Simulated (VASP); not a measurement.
# SbMo (rocksalt type) (Fm-3m) in VASP: single point with PBEsol

Aim: the single point of SbMo (rocksalt type) with PBEsol.

All numbers are computed with VASP 6.6.1; they aren't measurements. Logs are shortened: lines on timing, memory, paths and dates and some standing lists are left out, and cuts for length are marked.

## 1. The cell of the first run

Symmetry: Fm-3m, No. 225, cubic system. The conventional cell has a = 4.893 Å, b = 4.893 Å, c = 4.893 Å, α = 90.00°, β = 90.00°, γ = 90.00°. Within 3.2 Å of Mo (site symmetry m-3m) lie 6 Sb at 2.45 Å. Sb (site symmetry m-3m) has 6 Mo at 2.45 Å within 3.2 Å.

## 2. Single point, PBEsol

Input file INCAR:

```
ALGO     = Normal         # electronic algorithm
EDIFF    = 1E-6           # SCF threshold, eV
ENCUT    = 520            # plane-wave cutoff, eV
GGA      = PS             # functional
ISIF     = 2              # what is computed and relaxed
ISMEAR   = -1             # smearing method
LASPH    = T              # aspherical terms in the spheres
LCHARG   = F              # write CHGCAR
LREAL    = F              # projectors in reciprocal space
LWAVE    = F              # write WAVECAR
NBANDS   = 16             # bands
NELM     = 80             # most SCF steps
PREC     = Accurate       # precision mode
SIGMA    = 0.08           # smearing width, eV
```

Input file KPOINTS:

```
k-points
0
Gamma
  13 13 13
```

Input file POSCAR:

```
SbMo
1.0
    0.0000000000      2.4465098168      2.4465098168
    2.4465098168      0.0000000000      2.4465098168
    2.4465098168      2.4465098168      0.0000000000
Mo Sb
1 1
Direct
    0.0000000000      0.0000000000      0.0000000000
    0.5000000000      0.5000000000      0.5000000000
```

Potentials or basis: VASP PAW PBE potentials, release 64 (Mo_sv, Sb).

Command:

```
cat potpaw_PBE.64/Mo_sv/POTCAR potpaw_PBE.64/Sb/POTCAR > POTCAR
mpirun -np 1 vasp_std > vasp.out
```

OUTCAR:

```text
EDIFF = 1E-6
   ENCUT = 520
   GGA = PS
   ISIF = 2
   ISMEAR = -1
   LASPH = T
   LREAL = F
   NELM = 80
   PREC = Accurate

 ion  position               nearest neighbor table
   1  0.000  0.000  0.000-   2 2.45   2 2.45   2 2.45   2 2.45   2 2.45   2 2.45
   2  0.500  0.500  0.500-   1 2.45   1 2.45   1 2.45   1 2.45   1 2.45   1 2.45

  LATTYP: Found a face centered cubic cell.
 ALAT       =     4.8930196336

  Lattice vectors:

 A1 = (   0.0000000000,   2.4465098168,   2.4465098168)
 A2 = (   2.4465098168,   0.0000000000,   2.4465098168)
 A3 = (   2.4465098168,   2.4465098168,   0.0000000000)

Analysis of symmetry for initial positions (statically):
=====================================================================
 Subroutine PRICEL returns:
 Original cell was already a primitive cell.

 Routine SETGRP: Setting up the symmetry group for a
 face centered cubic supercell.

 Subroutine GETGRP returns: Found 48 space group operations
 (whereof 48 operations were pure point group operations)
 out of a pool of 48 trial point group operations.

The static configuration has the point symmetry O_h .

Analysis of symmetry for dynamics (positions and initial velocities):
=====================================================================
 Subroutine PRICEL returns:
 Original cell was already a primitive cell.

 Routine SETGRP: Setting up the symmetry group for a
 face centered cubic supercell.

 Subroutine GETGRP returns: Found 48 space group operations
 (whereof 48 operations were pure point group operations)
 out of a pool of 48 trial point group operations.

The dynamic configuration has the point symmetry O_h .

 Subroutine INISYM returns: Found 48 space group operations
 (whereof 48 operations are pure point group operations),
 and found     1 'primitive' translations

----------------------------------------------------------------------------------------

                                     Primitive cell

  volume of cell :      29.2867

  direct lattice vectors                    reciprocal lattice vectors
     0.000000000  2.446509817  2.446509817    -0.204372775  0.204372775  0.204372775
     2.446509817  0.000000000  2.446509817     0.204372775 -0.204372775  0.204372775
     2.446509817  2.446509817  0.000000000     0.204372775  0.204372775 -0.204372775

  length of vectors
     3.459887363  3.459887363  3.459887363     0.353984030  0.353984030  0.353984030

  position of ions in fractional coordinates (direct lattice)
     0.000000000  0.000000000  0.000000000
     0.500000000  0.500000000  0.500000000

  ion indices of the primitive-cell ions
   primitive index   ion index
                 1           1
                 2           2

----------------------------------------------------------------------------------------

 KPOINTS: k-points

Automatic generation of k-mesh.
 Grid dimensions read from file:
 generate k-points for:   13   13   13

 Generating k-lattice:

  Cartesian coordinates                     Fractional coordinates (reciprocal lattice)
    -0.015720983  0.015720983  0.015720983     0.076923077  0.000000000  0.000000000
     0.015720983 -0.015720983  0.015720983     0.000000000  0.076923077  0.000000000
     0.015720983  0.015720983 -0.015720983     0.000000000  0.000000000  0.076923077

  Length of vectors
     0.027229541  0.027229541  0.027229541

  Shift w.r.t. Gamma in fractional coordinates (k-lattice)
     0.000000000  0.000000000  0.000000000

 Subroutine IBZKPT returns following result:
 ===========================================

 Found     84 irreducible k-points:

 Following reciprocal coordinates:
            Coordinates               Weight
  0.000000  0.000000  0.000000      1.000000
  0.076923  0.000000  0.000000      8.000000
  0.153846  0.000000  0.000000      8.000000
  0.230769  0.000000  0.000000      8.000000
  0.307692  0.000000  0.000000      8.000000
  0.384615  0.000000  0.000000      8.000000
[... 16 lines left out ...]
  0.384615  0.153846  0.000000     24.000000
  0.461538  0.153846  0.000000     24.000000
 [... further k-points ...]
   k-points           NKPTS =     84   k-points in BZ     NKDIM =     84   number of bands    NBANDS=     16
   number of dos      NEDOS =    301   number of ions     NIONS =      2
   total plane-waves  NPLWV =  21952
   dimension x,y,z NGX =    28 NGY =   28 NGZ =   28
   dimension x,y,z NGXF=    56 NGYF=   56 NGZF=   56
   ions per type =               1   1
   NGX,Y,Z   is equivalent  to a cutoff of  13.45, 13.45, 13.45 a.u.
   NGXF,Y,Z  is equivalent  to a cutoff of  26.91, 26.91, 26.91 a.u.
 SYSTEM =  unknown system
   PREC   = accura    normal or accurate (medium, high low for compatibility)
   ISTART =      0    job   : 0-new  1-cont  2-samecut
   ICHARG =      2    charge: 1-file 2-atom 10-const
   ISPIN  =      1    spin polarized calculation?
   LNONCOLLINEAR =      F non collinear calculations
   LSORBIT =      F    spin-orbit coupling
   LASPH  =      T    aspherical Exc in radial PAW
   ENCUT  =  520.0 eV  38.22 Ry    6.18 a.u.   6.43  6.43  6.43*2*pi/ulx,y,z
   NELM   =     80;   NELMIN=  2; NELMDL= -5     # of ELM steps
   EDIFF  = 0.1E-05   stopping-criterion for ELM
   LREAL  =      F    real-space projection
   EDIFFG = 0.1E-04   stopping-criterion for IOM
   NSW    =      0    number of steps for IOM
   IBRION =     -1    ionic relax: 0-MD 1-quasi-New 2-CG
   NFREE  =      0    steps in history (QN), initial steepest desc. (CG)
   ISIF   =      2    stress and relaxation
   ISYM   =      2    0-nonsym 1-usesym 2-fastsym
   POTIM  = 0.5000    time-step for ionic-motion
   TEBEG  =    0.0;   TEEND  =   0.0 temperature during run
   PSTRESS=    0.0 pullay stress
   NELECT =      19.0000    total number of electrons
   NUPDOWN=      -1.0000    fix difference up-down
   EMIN   =  10.00;   EMAX   =-10.00  energy-range for DOS
   EFERMI =   0.00;   METHOD = LEGACY
   ISMEAR =    -1;   SIGMA  =   0.08  broadening in eV -4-tet -1-fermi 0-gaus
   EFERMI_NEDOS =   21; number of points for ismear=-14 and -15
   IALGO  =     38    algorithm
   IMIX   =      4    mixing-type and parameters
     AMIX     =   0.40;   BMIX     =  1.00
     AMIX_MAG =   1.60;   BMIX_MAG =  1.00
  volume/ion in A,a.u.               =      14.64        98.82
  Fermi-wavevector in a.u.,A,eV,Ry     =   1.417215  2.678148 27.327279  2.008498
  Thomas-Fermi vector in A             =   2.538468
   LORBIT       =      0    0 simple, 1 ext, 2 COOP (PROOUT), +10 PAW based schemes
   GGA     = PS    functional components
   LHFCALC =     F    Hartree Fock is set to
   AEXX    =    0.0000 exact exchange contribution
   IVDW    =     0    specifies the selected vdW correction
   LEPSILON=     F    determine dielectric tensor
   LRPA    =     F    only Hartree local field effects (RPA)
 non-spin polarized calculation
  energy-cutoff  :      520.00
  volume of cell :       29.29
 maximum number of plane-waves:       809
 NGX is ok and might be reduce to    28
   NGX = 13   NGY = 13   NGZ = 13

 number of electron      19.0000000 magnetization

 Free energy of the ion-electron system (eV)
  ---------------------------------------------------
  ext. energy  EPLUGINS =         0.00000000
  ---------------------------------------------------
  free energy    TOTEN  =       -12.35586729 eV

  energy without entropy =      -12.31227615  energy(sigma->0) =      -12.33407172

 E-fermi :  15.8317     XC(G=0): -13.3980

 val. band max:       15.8105703384   @ k =  -0.3077   0.1538   0.0000
 cond. band min:      15.8679888492   @ k =  -0.4615   0.2308   0.0000
 fundamental gap:      0.0574185108
 Fermi energy:        15.8316891831

 k-point     1 :       0.0000    0.0000    0.0000
  band No.  band energies     occupation
      1     -44.6727      2.00000
      2     -18.9867      2.00000
      3     -18.9867      2.00000
      4     -18.9867      2.00000
      5       1.4188      2.00000
      6      13.4404      2.00000
[... 8 lines left out ...]
     15      27.5180      0.00000
     16      30.5040      0.00000

 k-point     2 :       0.0769    0.0000    0.0000
  band No.  band energies     occupation
      1     -44.6712      2.00000
      2     -19.0046      2.00000
      3     -18.9850      2.00000
      4     -18.9850      2.00000
      5       1.5607      2.00000
      6      13.1408      2.00000
[... 8 lines left out ...]
     15      27.8260      0.00000
     16      29.4296      0.00000

 k-point     3 :       0.1538    0.0000    0.0000
  band No.  band energies     occupation
      1     -44.6670      2.00000
      2     -19.0539      2.00000
      3     -18.9804      2.00000
      4     -18.9804      2.00000
      5       1.9775      2.00000
      6      12.3370      2.00000
[... 8 lines left out ...]
     15      27.0253      0.00000
     16      28.5566      0.00000

 k-point     4 :       0.2308    0.0000    0.0000
  band No.  band energies     occupation
      1     -44.6610      2.00000
      2     -19.1224      2.00000
      3     -18.9739      2.00000
      4     -18.9739      2.00000
      5       2.6437      2.00000
      6      11.2196      2.00000
[... 8 lines left out ...]
     15      26.2695      0.00000
     16      27.1373      0.00000
[... 324 lines left out ...]
 k-point    22 :       0.3077    0.1538    0.0000
  band No.  band energies     occupation
      1     -44.6534      2.00000
      2     -19.1396      2.00000
      3     -19.0129      2.00000
      4     -18.9928      2.00000
      5       3.2432      2.00000
      6      10.2511      2.00000
[... 8 lines left out ...]
     15      25.1212      0.00000
     16      27.0120      0.00000

 k-point    23 :       0.3846    0.1538    0.0000
  band No.  band energies     occupation
      1     -44.6475      2.00000
      2     -19.2012      2.00000
      3     -19.0055      2.00000
      4     -18.9934      2.00000
      5       4.0460      2.00000
      6       9.3810      2.00000
[... 8 lines left out ...]
     15      25.5014      0.00000
     16      26.7136      0.00000

 k-point    24 :       0.4615    0.1538    0.0000
  band No.  band energies     occupation
      1     -44.6431      2.00000
      2     -19.2454      2.00000
      3     -19.0011      2.00000
      4     -18.9930      2.00000
      5       4.8891      2.00000
      6       8.5036      2.00000
[... 8 lines left out ...]
     15      26.7814      0.00000
     16      26.8390      0.00000

 [... further k-points ...]
[... 5 lines left out ...]
  --------------------------------------------------------------------------------------
  -------------------------------------------------------------------------------------
  Total       16.9782479     16.9782479     16.9782479      0.0000000      0.0000000     -0.0000000
  in kB      928.8221630    928.8221630    928.8221630      0.0000000      0.0000000     -0.0000000
  external PRESSURE =     928.8221630 kB  Pullay stress =       0.0000000 kB

 VOLUME and BASIS-vectors are now :
 -----------------------------------------------------------------------------
  energy-cutoff  :      520.00
  volume of cell :       29.29
      direct lattice vectors                 reciprocal lattice vectors
     0.000000000  2.446509817  2.446509817    -0.204372775  0.204372775  0.204372775
     2.446509817  0.000000000  2.446509817     0.204372775 -0.204372775  0.204372775
     2.446509817  2.446509817  0.000000000     0.204372775  0.204372775 -0.204372775

 POSITION                                       TOTAL-FORCE (eV/Angst)
 -----------------------------------------------------------------------------------
      0.00000      0.00000      0.00000         0.000000     -0.000000      0.000000
      2.44651      2.44651      2.44651        -0.000000      0.000000     -0.000000
 -----------------------------------------------------------------------------------
    total drift:                               -0.000000      0.000000      0.000000

  FREE ENERGIE OF THE ION-ELECTRON SYSTEM (eV)
  ---------------------------------------------------
  free  energy   TOTEN  =       -12.3558672922 eV

  energy  without entropy=      -12.3122761506  energy(sigma->0) =      -12.33407172
```

It took 39 s on 1 thread of Intel Xeon Platinum 8259CL at 2.50GHz (Skylake/Cascade Lake), shared host; peak memory 0.18 GiB.

What came out:

```
Free energy            : -12.3559 eV
Pressure               : 92.9 GPa
Band gap on the k mesh : zero (an odd number of electrons rules out a gap without spin polarisation)
```

Levels at points of the mesh, in eV from the Fermi level:
| k point | band 8 | band 9 | band 10 | band 11 | band 12 | band 13 |
| --- | --- | --- | --- | --- | --- | --- |
| (0.00, 0.00, 0.00) | -2.39 | -1.24 | -1.24 | 2.42 | 2.42 | 2.42 |

Caveat: the cell stands under pressure; the PAW data sets were made with another functional, which shifts forces and pressure a little; spin-orbit coupling is left out, which moves the levels of the heavy elements.
